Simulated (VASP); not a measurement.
# Ga (I4/mmm) in VASP: further runs

The runs below take Ga through single point, with PBEsol.

All numbers are computed with VASP 6.6.1; they aren't measurements. Logs are shortened: lines on timing, memory, paths and dates and some standing lists are left out, and cuts for length are marked.

**1. The cell of the first run**

Symmetry: I4/mmm, No. 139, tetragonal system. The conventional cell has a = 2.864 Å, b = 2.864 Å, c = 4.480 Å, α = 90.00°, β = 90.00°, γ = 90.00°. Within 3.8 Å of Ga (site symmetry 4/mmm) lie 12 Ga at 2.86 to 3.02 Å.

**2. Single point, PBEsol (strained)**

Contents of INCAR:

```
SYSTEM = Ga
PREC = Accurate
ENCUT = 520
EDIFF = 1E-6
ISMEAR = 0
SIGMA = 0.1
LREAL = .FALSE.
LASPH = .TRUE.
NELM = 80
ALGO = Normal
ISIF = 2
LWAVE = .FALSE.
LCHARG = .TRUE.
GGA = PS
LELF = .TRUE.
LVHAR = .TRUE.
NBANDS = 12
```

Contents of KPOINTS:

```
regular mesh
0
G
  20 20 20
  0 0 0
```

Contents of POSCAR:

```
Ga
1.0
   -1.4319676800      1.4319676800      2.2399666800
    1.4319676800     -1.4319676800      2.2399666800
    1.4319676800      1.4319676800     -2.2399666800
Ga
1
Direct
    0.0000000000      0.0000000000      0.0000000000
```

Potentials or basis: VASP PAW PBE potentials, release 64 (Ga_d).

Launch:

```bash
cat potpaw_PBE.64/Ga_d/POTCAR > POTCAR
mpirun -np 1 vasp_std > vasp.out
```

OUTCAR:

```text
SYSTEM = Ga
   PREC = Accurate
   ENCUT = 520
   EDIFF = 1E-6
   ISMEAR = 0
   LREAL = .FALSE.
   LASPH = .TRUE.
   NELM = 80
   ISIF = 2
   GGA = PS

 ion  position               nearest neighbor table
   1  0.000  0.000  0.000-

  LATTYP: Found a body centered tetragonal cell.
 ALAT       =     2.8639353600
 C/A-ratio  =     1.5642578469

  Lattice vectors:

 A1 = (  -1.4319676800,   1.4319676800,   2.2399666800)
 A2 = (   1.4319676800,  -1.4319676800,   2.2399666800)
 A3 = (   1.4319676800,   1.4319676800,  -2.2399666800)

Analysis of symmetry for initial positions (statically):
=====================================================================
 Subroutine PRICEL returns:
 Original cell was already a primitive cell.

 Routine SETGRP: Setting up the symmetry group for a
 body centered tetragonal supercell.

 Subroutine GETGRP returns: Found 16 space group operations
 (whereof 16 operations were pure point group operations)
 out of a pool of 16 trial point group operations.

The static configuration has the point symmetry D_4h.

Analysis of symmetry for dynamics (positions and initial velocities):
=====================================================================
 Subroutine PRICEL returns:
 Original cell was already a primitive cell.

 Routine SETGRP: Setting up the symmetry group for a
 body centered tetragonal supercell.

 Subroutine GETGRP returns: Found 16 space group operations
 (whereof 16 operations were pure point group operations)
 out of a pool of 16 trial point group operations.

The dynamic configuration has the point symmetry D_4h.

 Subroutine INISYM returns: Found 16 space group operations
 (whereof 16 operations are pure point group operations),
 and found     1 'primitive' translations

----------------------------------------------------------------------------------------

                                     Primitive cell

  volume of cell :      18.3725

  direct lattice vectors                    reciprocal lattice vectors
    -1.431967680  1.431967680  2.239966680     0.000000000  0.349169892  0.223217606
     1.431967680 -1.431967680  2.239966680     0.349169892  0.000000000  0.223217606
     1.431967680  1.431967680 -2.239966680     0.349169892  0.349169892  0.000000000

  length of vectors
     3.019687666  3.019687666  3.019687666     0.414422144  0.414422144  0.493800797

  position of ions in fractional coordinates (direct lattice)
     0.000000000  0.000000000  0.000000000

  ion indices of the primitive-cell ions
   primitive index   ion index
                 1           1

----------------------------------------------------------------------------------------

[... 82 lines left out ...]
   EMIN   =  10.00;   EMAX   =-10.00  energy-range for DOS
   EFERMI =   0.00;   METHOD = LEGACY
   ISMEAR =     0;   SIGMA  =   0.10  broadening in eV -4-tet -1-fermi 0-gaus
   EFERMI_NEDOS =   21; number of points for ismear=-14 and -15
   IALGO  =     38    algorithm
   IMIX   =      4    mixing-type and parameters
     AMIX     =   0.40;   BMIX     =  1.00
     AMIX_MAG =   1.60;   BMIX_MAG =  1.00
  volume/ion in A,a.u.               =      18.37       123.98
  Fermi-wavevector in a.u.,A,eV,Ry     =   1.458814  2.756759 28.955084  2.128139
  Thomas-Fermi vector in A             =   2.575454
   LORBIT       =      0    0 simple, 1 ext, 2 COOP (PROOUT), +10 PAW based schemes
   GGA     = PS    functional components
   LHFCALC =     F    Hartree Fock is set to
   AEXX    =    0.0000 exact exchange contribution
   IVDW    =     0    specifies the selected vdW correction
   LEPSILON=     F    determine dielectric tensor
   LRPA    =     F    only Hartree local field effects (RPA)
 non-spin polarized calculation
 Gauss-broadening in eV      SIGMA  =   0.10
  energy-cutoff  :      520.00
  volume of cell :       18.37
 maximum number of plane-waves:       513
   NGX = 11   NGY = 11   NGZ = 11

 number of electron      13.0000001 magnetization

 Free energy of the ion-electron system (eV)
  ---------------------------------------------------
  ext. energy  EPLUGINS =         0.00000000
  ---------------------------------------------------
  free energy    TOTEN  =        -3.33013410 eV

  energy without entropy =       -3.32750382  energy(sigma->0) =       -3.32881896

 E-fermi :   5.6825     XC(G=0): -11.2848

 val. band max:        5.6816338123   @ k =  -0.1000   0.3500   0.0500
 cond. band min:       5.6894887496   @ k =  -0.4000  -0.4500   0.2000
 fundamental gap:      0.0078549373
 Fermi energy:         5.6824812622

 k-point     1 :       0.0000    0.0000    0.0000
  band No.  band energies     occupation
      1      -9.2822      2.00000
      2      -9.1791      2.00000
      3      -9.1791      2.00000
      4      -9.1435      2.00000
      5      -9.0330      2.00000
      6      -5.6075      2.00000
      7      18.1434      0.00000
      8      18.1434      0.00000
      9      18.1951      0.00000
     10      21.7206      0.00000
     11      21.7894      0.00000
     12      22.2745      0.00000
[... 331 lines left out ...]
 k-point    24 :      -0.3500    0.0500    0.0000
  band No.  band energies     occupation
      1      -9.2699      2.00000
      2      -9.2344      2.00000
      3      -9.1509      2.00000
      4      -9.0372      2.00000
      5      -9.0070      2.00000
      6      -2.5349      2.00000
      7       6.2986      0.00000
      8      14.4184      0.00000
      9      16.7334      0.00000
     10      19.3955      0.00000
     11      20.7181      0.00000
     12      22.4741      0.00000

 [... further k-points ...]

------------------------ aborting loop because EDIFF is reached ----------------------------------------

  FORCE on cell =-STRESS in cart. coord.  units (eV):
  Direction    XX          YY          ZZ          XY          YZ          ZX
  --------------------------------------------------------------------------------------
  -------------------------------------------------------------------------------------
  Total       -0.2639422     -0.2639422     -0.1631797      0.0000000      0.0000000      0.0000000
  in kB      -23.0171414    -23.0171414    -14.2301242      0.0000000      0.0000000      0.0000000
  external PRESSURE =     -20.0881357 kB  Pullay stress =       0.0000000 kB

 VOLUME and BASIS-vectors are now :
 -----------------------------------------------------------------------------
  energy-cutoff  :      520.00
  volume of cell :       18.37
      direct lattice vectors                 reciprocal lattice vectors
    -1.431967680  1.431967680  2.239966680     0.000000000  0.349169892  0.223217606
     1.431967680 -1.431967680  2.239966680     0.349169892  0.000000000  0.223217606
     1.431967680  1.431967680 -2.239966680     0.349169892  0.349169892  0.000000000

 POSITION                                       TOTAL-FORCE (eV/Angst)
 -----------------------------------------------------------------------------------
      0.00000      0.00000      0.00000         0.000000     -0.000000      0.000000
 -----------------------------------------------------------------------------------
    total drift:                                0.000000      0.000000     -0.000000

  FREE ENERGIE OF THE ION-ELECTRON SYSTEM (eV)
  ---------------------------------------------------
  free  energy   TOTEN  =        -3.3301340986 eV

  energy  without entropy=       -3.3275038209  energy(sigma->0) =       -3.32881896
```

stdout:

```text
POSCAR found type information on POSCAR Ga
 POSCAR found :  1 types and       1 ions
 scaLAPACK will be used
 -----------------------------------------------------------------------------
|                                                                             |
|                                                                             |
|     You enforced a specific xc type in the INCAR file but a different       |
|     I HOPE YOU KNOW WHAT YOU ARE DOING!                                     |
|                                                                             |
 -----------------------------------------------------------------------------

 LDA part: xc-table for (Slater+PW92), standard interpolation
 POSCAR, INCAR and KPOINTS ok, starting setup
 FFT: planning ... GRIDC
 FFT: planning ... GRID_SOFT
 FFT: planning ... GRID
 WAVECAR not read
 entering main loop
```

It took 32 s on 1 thread of Intel Xeon 6975P-C (Granite Rapids), shared host; peak memory 0.25 GiB.

Results:

```
Free energy : -3.3301 eV
Pressure    : -2.0 GPa
```

Caveat: the cell differs from its parent crystal (strained); the PAW data sets were made with another functional, which shifts forces and pressure a little.

**3. Single point, PBEsol (strained)**

Contents of INCAR:

```
SYSTEM = Ga
PREC = Accurate
ENCUT = 520
EDIFF = 1E-6
ISMEAR = 0
SIGMA = 0.1
LREAL = .False.
LASPH = .True.
NELM = 60
ALGO = Normal
ISIF = 2
LWAVE = .False.
LCHARG = .False.
GGA = PS
NBANDS = 12
```

Contents of KPOINTS:

```
Automatic mesh
0
Gamma
  20 20 20
  0 0 0
```

Contents of POSCAR:

```
Ga
1.0
   -1.3960814400      1.3960814400      2.4170384400
    1.3960814400     -1.3960814400      2.4170384400
    1.3960814400      1.3960814400     -2.4170384400
Ga
1
Direct
    0.0000000000      0.0000000000      0.0000000000
```

Potentials or basis: VASP PAW PBE potentials, release 64 (Ga_d).

Launch:

```bash
cat potpaw_PBE.64/Ga_d/POTCAR > POTCAR
mpirun -np 1 vasp_std > vasp.out
```

Wall time 31 s (1 thread of Intel Xeon 6975P-C (Granite Rapids), shared host); peak memory 0.25 GiB.

It converged, with:

```yaml
Free_energy: -3.3201 eV
Pressure: -3.0 GPa
```

Stress tensor (GPa, compression positive):
```
-2.40  0.00  0.00
 0.00 -2.40  0.00
 0.00  0.00 -4.06
```

Levels at points of the mesh, in eV from the Fermi level:
```
           k point  band 3  band 4  band 5  band 6  band 7  band 8  band 9  band 10
(0.00, 0.00, 0.00)  -14.74  -14.74  -14.59  -11.02   11.57   12.41   12.41    15.83
(0.50, 0.00, 0.00)  -14.73  -14.61  -14.56   -4.79   -3.87    7.06   10.91    12.40
(0.50, 0.50, 0.00)  -14.64  -14.61  -14.46   -1.61   -0.82    3.40    5.02     7.48
(0.50, 0.50, 0.50)  -14.58  -14.58  -14.56   -4.89   -3.81    7.37    7.37    10.46
```

Caveat: the cell differs from its parent crystal (strained); the PAW data sets were made with another functional, which shifts forces and pressure a little.

(Part 1 of 2 ends here.)
